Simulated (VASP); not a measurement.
A run of VASP 6.6.1 is set up as follows.

INCAR

```
PREC = Accurate
ENCUT = 520
EDIFF = 1E-8
ISMEAR = 0
SIGMA = 0.01
LREAL = False
LASPH = True
NELM = 100
ALGO = Normal
ISIF = 2
LWAVE = False
LCHARG = False
GGA = PE
NBANDS = 16
IBRION = 8
NSW = 1
LEPSILON = True
```

KPOINTS

```
Automatic mesh
0
Gamma
  8 8 4
```

Contents of POSCAR:

```
Si
1.0
    3.2013827803     -1.9341888450      0.9875124991
    3.2013827803      1.9341888450      0.9875124991
    0.2726684624      0.0000000000      6.6928673262
Si
4
Direct
    0.0625154275      0.5625154275      0.8124751615
    0.4374845725      0.9374845725      0.6875248385
    0.9374845725      0.4374845725      0.1875248385
    0.5625154275      0.0625154275      0.3124751615
```

Potentials or basis: VASP PAW PBE potentials, release 64 (Si).

The run is started by

```console
$ cat potpaw_PBE.64/Si/POTCAR > POTCAR
$ mpirun -np 1 vasp_std > vasp.out
```

(1) Predict the electronic dielectric tensor (diagonal).

(2) What does it give for the Born charges (mean of the diagonal)?

(3) Predict the highest phonon frequency at Γ.

Answers

(1) 13.79, 13.89, 13.30.

(2) Si +0.00 e.

(3) 503 cm⁻¹.
